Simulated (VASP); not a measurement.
# NaCl (P6/mmm) in VASP: a series of runs, part 2 of 2

VASP 6.6.1. The steps go on from the part before.

**4. Relaxation of cell and atoms, PBE**

INCAR

```
SYSTEM = NaCl
ALGO = Normal
EDIFF = 1E-6
EDIFFG = -0.04
ENCUT = 600
GGA = PE
IBRION = 2
ISIF = 3
ISMEAR = 0
LASPH = .TRUE.
LCHARG = .FALSE.
LREAL = .FALSE.
LWAVE = .FALSE.
NELM = 60
NSW = 90
PREC = Accurate
SIGMA = 0.1
```

KPOINTS

```
k-points
0
G
  6 6 4
  0 0 0
```

POSCAR

```
NaCl
1.0
    3.3454683100      0.0000000000      0.0000000000
   -1.6727341500      2.8972605400      0.0000000000
    0.0000000000      0.0000000000      5.5653539500
Na Cl
1 1
Direct
    0.0000000000      0.0000000000      0.5000000000
    0.0000000000      0.0000000000      0.0000000000
```

Potentials or basis: VASP PAW PBE potentials, release 64 (Na_pv, Cl).

Started as:

```sh
$ cat potpaw_PBE.64/Na_pv/POTCAR potpaw_PBE.64/Cl/POTCAR > POTCAR
$ mpirun -np 1 vasp_std > vasp.out
```

OUTCAR:

```text
SYSTEM = NaCl
   EDIFF = 1E-6
   EDIFFG = -0.04
   ENCUT = 600
   GGA = PE
   IBRION = 2
   ISIF = 3
   ISMEAR = 0
   LASPH = .TRUE.
   LREAL = .FALSE.
   NELM = 60
   NSW = 90
   PREC = Accurate

 ion  position               nearest neighbor table
   1  0.000  0.000  0.500-
   2  0.000  0.000  0.000-

  LATTYP: Found a hexagonal cell.
 ALAT       =     3.3454683100
 C/A-ratio  =     1.6635500427

  Lattice vectors:

 A1 = (   3.3454683100,   0.0000000000,   0.0000000000)
 A2 = (  -1.6727341500,   2.8972605400,   0.0000000000)
 A3 = (   0.0000000000,   0.0000000000,   5.5653539500)

Analysis of symmetry for initial positions (statically):
=====================================================================
 Subroutine PRICEL returns:
 Original cell was already a primitive cell.

 Routine SETGRP: Setting up the symmetry group for a
 hexagonal supercell.

 Subroutine GETGRP returns: Found 24 space group operations
 (whereof 24 operations were pure point group operations)
 out of a pool of 24 trial point group operations.

The static configuration has the point symmetry D_6h.

Analysis of symmetry for dynamics (positions and initial velocities):
=====================================================================
 Subroutine PRICEL returns:
 Original cell was already a primitive cell.

 Routine SETGRP: Setting up the symmetry group for a
 hexagonal supercell.

 Subroutine GETGRP returns: Found 24 space group operations
 (whereof 24 operations were pure point group operations)
 out of a pool of 24 trial point group operations.

The dynamic configuration has the point symmetry D_6h.

 Subroutine INISYM returns: Found 24 space group operations
 (whereof 24 operations are pure point group operations),
 and found     1 'primitive' translations

----------------------------------------------------------------------------------------

                                     Primitive cell

[... 135 lines left out ...]

  energy without entropy =       -4.43642692  energy(sigma->0) =       -4.43957376

------------------------ aborting loop because EDIFF is reached ----------------------------------------

  FORCE on cell =-STRESS in cart. coord.  units (eV):
  Direction    XX          YY          ZZ          XY          YZ          ZX
  --------------------------------------------------------------------------------------
  -------------------------------------------------------------------------------------
  Total        2.8614375      2.8614375     -4.9733793      0.0000000      0.0000000      0.0000000
  in kB       84.9879958     84.9879956   -147.7151040      0.0000001      0.0000000      0.0000000
  external PRESSURE =       7.4202958 kB  Pullay stress =       0.0000000 kB
[... 89 lines left out ...]
  FREE ENERGIE OF THE ION-ELECTRON SYSTEM (eV)
  ---------------------------------------------------
  free  energy   TOTEN  =        -5.2987197952 eV

  energy  without entropy=       -5.2987197952  energy(sigma->0) =       -5.29871980

 E-fermi :   0.2021     XC(G=0):  -7.2373

 val. band max:       -0.2437394977   @ k =   0.0000   0.0000   0.0000
 cond. band min:       1.7022382936   @ k =   0.0000   0.0000   0.0000
 fundamental gap:      1.9459777913
 Fermi energy:         0.2020924302

 k-point     1 :       0.0000    0.0000    0.0000
  band No.  band energies     occupation
      1     -23.3596      2.00000
      2     -23.3596      2.00000
      3     -23.2395      2.00000
      4     -13.5366      2.00000
      5      -2.2902      2.00000
      6      -0.2437      2.00000
      7      -0.2437      2.00000
      8       1.7022      0.00000
      9       9.0585      0.00000
     10      10.5551      0.00000
     11      11.6788      0.00000
[... 267 lines left out ...]
 k-point    21 :       0.3333    0.3333    0.5000
  band No.  band energies     occupation
      1     -23.3829      2.00000
      2     -23.3829      2.00000
      3     -23.2526      2.00000
      4     -12.9729      2.00000
      5      -2.2357      2.00000
      6      -1.7801      2.00000
      7      -1.7801      2.00000
      8       5.1922      0.00000
      9       5.1922      0.00000
     10      10.2403      0.00000
     11      10.7359      0.00000

[... ionic steps 4 to 10 ...]

--------------------------------------- Ionic step       11  -------------------------------------------

 number of electron      13.9999999 magnetization

------------------------ aborting loop because EDIFF is reached ----------------------------------------
[... 67 lines left out ...]
--------------------------------------- Ionic step       13  -------------------------------------------

 number of electron      13.9999960 magnetization

 Free energy of the ion-electron system (eV)
  ---------------------------------------------------
  ext. energy  EPLUGINS =         0.00000000
  ---------------------------------------------------
  free energy    TOTEN  =        -5.82344253 eV

  energy without entropy =       -5.82344253  energy(sigma->0) =       -5.82344253

 E-fermi :  -3.3630     XC(G=0):  -4.7140

 val. band max:       -3.8341059880   @ k =   0.0000   0.0000   0.5000
 cond. band min:      -0.1092011325   @ k =   0.0000   0.0000   0.0000
 fundamental gap:      3.7249048555
 Fermi energy:        -3.3629532608

 k-point     1 :       0.0000    0.0000    0.0000
  band No.  band energies     occupation
      1     -25.8746      2.00000
      2     -25.8746      2.00000
      3     -25.7547      2.00000
      4     -15.8711      2.00000
      5      -4.5453      2.00000
      6      -3.8494      2.00000
      7      -3.8494      2.00000
      8      -0.1092      0.00000
      9       5.1171      0.00000
     10       6.0589      0.00000
     11       6.0660      0.00000
[... 307 lines left out ...]
  FREE ENERGIE OF THE ION-ELECTRON SYSTEM (eV)
  ---------------------------------------------------
  free  energy   TOTEN  =        -5.8234425258 eV

  energy  without entropy=       -5.8234425258  energy(sigma->0) =       -5.82344253

 reached required accuracy - stopping structural energy minimisation
```

Run time: 67 s. Hardware: 1 thread of Intel Xeon 6975P-C (Granite Rapids), shared host; peak memory 0.19 GiB.

Results:

| Quantity | Value |
| --- | --- |
| Free energy | -5.8234 eV |
| Relaxed volume | 55.34 Å³/atom |
| Relaxed cell | a = 5.068 Å, b = 5.068 Å, c = 4.975 Å, α = 90.00°, β = 90.00°, γ = 120.00° |
| Space group after relaxing (to 0.1 Å) | P6/mmm (No. 191) |
| Energy gained by relaxing | 690.4 meV/atom |
| Ionic steps | 13 |
| Pressure after relaxing | 0.0 GPa |
| Band gap on the k mesh | 3.72 eV (least direct gap 3.74 eV) |

Step by step:
| step | energy change (eV) | largest force (eV/Å) | pressure (GPa) | volume (Å³) |
| --- | --- | --- | --- | --- |
| 1 | 0.0000 | 0.0000 | 0.74 | 53.94 |
| 2 | -0.8160 | 0.0000 | 3.66 | 54.25 |
| 3 | -0.8560 | 0.0000 | 5.23 | 54.13 |
| 4 | -0.8546 | 0.0000 | 5.66 | 54.10 |
| 5 | -1.0727 | 0.0000 | 2.94 | 62.63 |
| 6 | -1.2651 | 0.0000 | 0.53 | 79.69 |
| 7 | -1.2888 | 0.0000 | -1.29 | 121.70 |
| 8 | -1.3266 | 0.0000 | -0.53 | 100.16 |
| 9 | -1.3545 | 0.0000 | 0.71 | 109.09 |
| 10 | -1.3791 | 0.0000 | 0.21 | 105.70 |
| 11 | -1.3791 | 0.0000 | 0.22 | 105.81 |
| 12 | -1.3809 | 0.0000 | 0.10 | 108.90 |
| 13 | -1.3807 | 0.0000 | 0.00 | 110.69 |

Final structure:
```
CELL_PARAMETERS angstrom
5.06836 0.00000 0.00000
-2.53418 4.38933 0.00000
0.00000 0.00000 4.97545
ATOMIC_POSITIONS crystal
Na 0.00000 0.00000 0.50000
Cl 0.00000 0.00000 0.00000
```

Caveat: the volume moved by over 15 % at a fixed basis, so the end points are rough. A k mesh can miss the band edges.

**5. Single point, PBE**

This run uses another cell than the first one.

INCAR

```
PREC = Accurate ; ENCUT = 520
EDIFF = 1E-7 ; ISMEAR = 0
SIGMA = 0.02 ; LREAL = F
LASPH = T ; NELM = 60
ALGO = Normal ; ISIF = 2
LWAVE = F ; LCHARG = F
GGA = PE ; NBANDS = 14
```

KPOINTS

```
Automatic mesh
0
Gamma
  6 6 6
```

POSCAR

```
NaCl
1.0
    6.7585259434      0.0000000000      0.0000000000
   -3.3792629717      5.8530551591      0.0000000000
    0.0000000000      0.0000000000      5.0219971579
Na Cl
1 1
Direct
    0.0000000000      0.0000000000      0.5000000000
    0.0000000000      0.0000000000      0.0000000000
```

Started as:

```sh
$ cat potpaw_PBE.64/Na_pv/POTCAR potpaw_PBE.64/Cl/POTCAR > POTCAR
$ mpirun -np 1 vasp_std > vasp.out
```

Run time: 41 s. Hardware: 1 thread of Intel Xeon 6975P-C (Granite Rapids), shared host; peak memory 0.32 GiB.

The run converged. Its results:

| Quantity | Value |
| --- | --- |
| Free energy | -5.9255 eV |
| Pressure | 0.0 GPa |
| Band gap on the k mesh | 4.37 eV (least direct gap 4.40 eV) |

Levels at points of the mesh, in eV from the valence-band top:
| k point | band 4 | band 5 | band 6 | band 7 | band 8 | band 9 | band 10 | band 11 |
| --- | --- | --- | --- | --- | --- | --- | --- | --- |
| (0.00, 0.00, 0.00) | -11.88 | -0.53 | -0.03 | -0.03 | 4.37 | 8.25 | 8.40 | 8.41 |
| (0.50, 0.00, 0.00) | -11.88 | -0.53 | -0.07 | -0.04 | 5.26 | 6.01 | 7.58 | 7.85 |
| (0.00, 0.00, 0.50) | -11.81 | -0.97 | 0.00 | 0.00 | 5.86 | 6.51 | 7.99 | 7.99 |
| (0.50, 0.00, 0.50) | -11.81 | -0.96 | -0.03 | -0.01 | 6.44 | 6.77 | 7.61 | 7.72 |

A k mesh can miss the band edges.

**6. Relaxation of cell and atoms, PBE**

This run uses another cell than the first one, of 64.06 Å³/atom.

INCAR

```
PREC = Accurate ; ENCUT = 600
EDIFF = 1E-7 ; ISMEAR = 0
SIGMA = 0.02 ; LREAL = F
LASPH = T ; NELM = 60
ALGO = Normal ; ISIF = 3
LWAVE = F ; LCHARG = F
GGA = PE ; IBRION = 2
NSW = 100 ; EDIFFG = -0.01
```

KPOINTS is that of step 5.

POSCAR

```
NaCl
1.0
    5.4417977143      0.0000000000      0.0000000000
   -2.7208988571      4.7127350628      0.0000000000
    0.0000000000      0.0000000000      4.9957093192
Na Cl
1 1
Direct
    0.0000000000      0.0000000000      0.5000000000
    0.0000000000      0.0000000000      0.0000000000
```

Potentials or basis: VASP PAW PBE potentials, release 64 (Na_pv, Cl).

Started as:

```sh
$ cat potpaw_PBE.64/Na_pv/POTCAR potpaw_PBE.64/Cl/POTCAR > POTCAR
$ mpirun -np 1 vasp_std > vasp.out
```

Run time: 3.8 min. Hardware: 1 thread of Intel Xeon 6975P-C (Granite Rapids), shared host; peak memory 0.31 GiB.

The run converged. Its results:

```yaml
Free_energy: -5.9160 eV
Relaxed_cell: a = 6.431 Å, b = 6.431 Å, c = 5.017 Å, α = 90.00°, β = 90.00°, γ = 120.00°
Space_group_after_relaxing_to_0.1_Å: P6/mmm (No. 191)
Energy_gained_by_relaxing: 12.3 meV/atom
Ionic_steps: 14
Pressure_after_relaxing: 0.0 GPa
Band_gap_on_the_k_mesh: 4.28 eV (least direct gap 4.31 eV)
```

The path:
```
step  energy change (eV)  largest force (eV/Å)  pressure (GPa)  volume (Å³)
   1              0.0000                0.0000            0.14       128.12
   2             -0.0011                0.0000            0.12       129.12
   3             -0.0041                0.0000            0.08       132.16
   4             -0.0090                0.0000            0.01       138.36
   5             -0.0147                0.0000           -0.12       151.25
   6             -0.0117                0.0000           -0.30       179.01
   7             -0.0157                0.0000           -0.20       161.75
   8             -0.0163                0.0000           -0.19       162.34
   9             -0.0180                0.0000           -0.17       164.11
  10             -0.0207                0.0000           -0.13       167.67
  11             -0.0239                0.0000           -0.05       174.87
  12             -0.0223                0.0000            0.11       189.55
  13             -0.0245                0.0000            0.01       180.08
  14             -0.0245                0.0000            0.00       179.70
```

Final structure:
```yaml
crystal:
  lattice:
    - [6.43128, 0.00000, 0.00000]
    - [-3.21564, 5.56965, 0.00000]
    - [0.00000, 0.00000, 5.01689]
  atoms:
    - { symbol: Na, position: [0.00000, 0.00000, 0.50000] }
    - { symbol: Cl, position: [0.00000, 0.00000, 0.00000] }
```

Levels at points of the mesh, in eV from the valence-band top:
```tsv
k point	band 4	band 5	band 6	band 7	band 8	band 9	band 10	band 11
(0.00, 0.00, 0.00)	-11.89	-0.54	-0.03	-0.03	4.28	8.43	8.61	8.61
(0.50, 0.00, 0.00)	-11.89	-0.54	-0.09	-0.04	5.32	6.03	7.73	8.09
(0.00, 0.00, 0.50)	-11.82	-0.98	0.00	0.00	5.77	6.48	8.19	8.19
(0.50, 0.00, 0.50)	-11.82	-0.97	-0.04	-0.01	6.36	6.82	7.73	7.81
```

Caveat: the volume moved by over 15 % at a fixed basis, so the end points are rough.

**7. Summary**

| task | cell | k mesh | cutoff (eV) | smearing | gap on the mesh (eV) | pressure (GPa) | relaxed volume (Å³/atom) |
| --- | --- | --- | --- | --- | --- | --- | --- |
| single point | a = 3.345, b = 3.345, c = 5.565 Å, angles 90.0, 90.0, 120.0°, 2 atoms | 6 × 6 × 4 | 520 | gaussian 0.1 eV | none | 0.7 | - |
| single point | a = 5.442, b = 5.442, c = 4.996 Å, angles 90.0, 90.0, 120.0°, 2 atoms | 6 × 6 × 4 | 520 | gaussian 0.1 eV | 3.93 | 0.1 | - |
| relaxation of cell and atoms | relaxed from a = 3.345, b = 3.345, c = 5.565 Å, angles 90.0, 90.0, 120.0°, 2 atoms | 6 × 6 × 4 | 600 | gaussian 0.1 eV | 3.72 | 0.0 | 55.34 |
| single point | a = 6.759, b = 6.759, c = 5.022 Å, angles 90.0, 90.0, 120.0°, 2 atoms | 6 × 6 × 6 | 520 | gaussian 0.02 eV | 4.37 | 0.0 | - |
| relaxation of cell and atoms | relaxed from a = 5.442, b = 5.442, c = 4.996 Å, angles 90.0, 90.0, 120.0°, 2 atoms | 6 × 6 × 6 | 600 | gaussian 0.02 eV | 4.28 | 0.0 | 89.85 |

Alike in all rows: level PBE; potentials or basis VASP PAW PBE potentials, release 64 (Na_pv, Cl); no spin polarisation.

Caveats: some runs use coarse meshes; the volume moved by over 15 % at a fixed basis, so the end points are rough (at least some runs).

Absolute energies hang on the potentials; compare differences alone.
